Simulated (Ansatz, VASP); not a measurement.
# One calculation of CaSe, two programs

```xyz
2
Lattice="0.0000 2.9798 2.9798 2.9798 0.0000 2.9798 2.9798 2.9798 0.0000" Properties=species:S:1:pos:R:3 pbc="T T T"
Ca    0.0000    0.0000    0.0000
Se    2.9798    2.9798    2.9798
```

Alike in both runs: task single point; functional PBE; k mesh 6 × 6 × 6; no spin polarisation.

|  | VASP | Ansatz |
| --- | --- | --- |
| version | VASP 6.6.1 | Ansatz 0.2.0 |
| potentials or method | VASP PAW PBE potentials, release 64 (Ca_sv, Se) | plane waves, PAW |
| plane-wave cutoff (eV) | 520 | 420 |
| occupations | gaussian, width 0.01 eV | fixed |
| valence electrons in the cell | 16 | 26 |

|  | VASP | Ansatz | Ansatz less VASP |
| --- | --- | --- | --- |
| gap on the k mesh at the Fermi level (eV) | 2.08 | 2.08 | +0.009 |
| pressure (GPa) | 0.1 | 0.0 | -0.16 |

VASP's potentials hold 16 valence electrons a cell and Ansatz's 26, so a difference there can come from the potentials and not from the codes.
